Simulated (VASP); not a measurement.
TiCo: single point with PBE

The system is TiCo.

```
Ti Co
1.0
     3.01544    0.00000    0.00000
     0.00000    3.01544    0.00000
     0.00000    0.00000    2.95901
Ti Co
1 1
Direct
  0.00000 0.00000 0.00000
  0.50000 0.50000 0.50000
```

This cell differs from its parent crystal: biaxial strain in the a-b plane: +1.0 %, then relaxed in part.

```json
{
 "Program": "VASP 6.6.1",
 "Task": "single point",
 "Functional": "PBE",
 "Potentials or basis": "VASP PAW PBE potentials, release 64 (Ti_sv, Co)",
 "Cutoff": "520 eV",
 "k mesh": "18 × 18 × 18",
 "Occupations": "gaussian, width 0.1 eV",
 "Spin": "collinear spin, ferromagnetic start",
 "Starting moments": "[0.0, 1.09] μB"
}
```

| Quantity | Value |
| --- | --- |
| Pressure | -2.3 GPa |
| Net moment | 0.87 μB per cell |
| Site moments | Ti -0.04; Co +0.96 μB |
| Valence electrons inside the program's atomic spheres | Ti 10.27; Co 8.27 |

Stress tensor (GPa, compression positive):
```
-3.21  0.00  0.00
 0.00 -3.21  0.00
 0.00  0.00 -0.56
```

Levels at points of the mesh, in eV from the Fermi level:
Spin up:
```tsv
k point	band 7	band 8	band 9	band 10	band 11	band 12	band 13	band 14	band 15	band 16
(0.00, 0.00, 0.00)	-4.11	-1.92	-1.84	-1.84	0.41	0.52	2.61	2.64	2.64	8.64
(0.50, 0.00, 0.00)	-3.08	-2.00	-1.93	-1.51	-0.70	-0.70	0.62	0.79	2.23	3.76
(0.50, 0.50, 0.00)	-2.62	-2.62	-1.56	-0.87	0.53	0.53	0.97	2.43	2.43	3.03
(0.00, 0.00, 0.50)	-3.07	-2.00	-2.00	-1.55	-0.62	-0.51	0.58	0.58	2.17	4.00
(0.50, 0.00, 0.50)	-2.74	-2.74	-1.51	-0.76	0.66	0.68	1.14	2.36	2.42	3.11
(0.50, 0.50, 0.50)	-2.76	-2.08	-2.08	-1.99	-1.53	-1.47	3.11	3.20	6.83	8.18
```
Spin down:
| k point | band 8 | band 9 | band 10 | band 11 | band 12 | band 13 |
| --- | --- | --- | --- | --- | --- | --- |
| (0.00, 0.00, 0.00) | -1.37 | -1.27 | -1.27 | 0.96 | 1.08 | 2.71 |
| (0.50, 0.00, 0.00) | -1.40 | -1.33 | -0.86 | -0.81 | 0.54 | 0.61 |
| (0.50, 0.50, 0.00) | -2.17 | -0.02 | 0.23 | 0.49 | 0.49 | 1.13 |
| (0.00, 0.00, 0.50) | -1.41 | -1.41 | -0.90 | -0.74 | 0.58 | 0.58 |
| (0.50, 0.00, 0.50) | -2.30 | 0.02 | 0.35 | 0.61 | 0.66 | 1.29 |
| (0.50, 0.50, 0.50) | -2.08 | -2.08 | -2.00 | 0.02 | 0.08 | 3.03 |

Wall time 7.1 min on 1 thread of Intel(R) Xeon(R) Platinum 8259CL CPU @ 2.50GHz (Skylake/Cascade Lake) (shared host), peak memory 0.56 GiB.

Caveat: the cell differs from its parent crystal (biaxial strain in the a-b plane: +1.0 %, then relaxed in part).
